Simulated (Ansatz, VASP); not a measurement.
# MgO in VASP and in Ansatz

File INCAR:

```
ALGO = Normal ; EDIFF = 1E-6
ENCUT = 600 ; GGA = PE
GGA_COMPAT = F ; ISIF = 2
ISMEAR = 1 ; LASPH = T
LCHARG = T ; LELF = T
LREAL = F ; LVHAR = T
LWAVE = F ; NBANDS = 11
NELM = 120 ; PREC = Accurate
SIGMA = 0.3
```

KPOINTS

```
k-points
0
Gamma
  8 8 8
```

POSCAR

```
MgO
1.0
    0.0000000000      2.1110000000      2.1110000000
    2.1110000000      0.0000000000      2.1110000000
    2.1110000000      2.1110000000      0.0000000000
Mg O
1 1
Direct
    0.0000000000      0.0000000000      0.0000000000
    0.5000000000      0.5000000000      0.5000000000
```

Input for Ansatz:

```yaml
crystal:
  lattice:
    - [0.0, 2.111, 2.111]
    - [2.111, 0.0, 2.111]
    - [2.111, 2.111, 0.0]
  atoms:
    - { symbol: Mg, position: [0.0, 0.0, 0.0] }
    - { symbol: O, position: [0.5, 0.5, 0.5] }
hamiltonian:
  xc: pbe
  pseudopotentials: { kind: paw }
basis:
  ecutwfc: 420
kpoints:
  mp_grid: { grid: [8, 8, 8] }
scf:
  occupations: { method: methfessel_paxton, width: 0.3 }
  lower_state_search: "off"
  max_iter: 50
output:
  forces: true
  stress: true
```

Alike in both runs: task single point; functional PBE; k mesh 8 × 8 × 8; occupations methfessel-paxton of order 1, width 0.3 eV; no spin polarisation.

```csv
,VASP,Ansatz
version,VASP 6.6.1,Ansatz 0.2.0
potentials or method,"VASP PAW PBE potentials, release 64 (Mg, O), cutoff 600 eV","PAW, plane waves, scalar-relativistic"
valence electrons in the cell,8,16
```

```tsv
	VASP	Ansatz	Ansatz less VASP
pressure (GPa)	2.5	3.5	+1.03
```

VASP's potentials hold 8 valence electrons a cell and Ansatz's 16, so a difference there can come from the potentials and not from the codes.
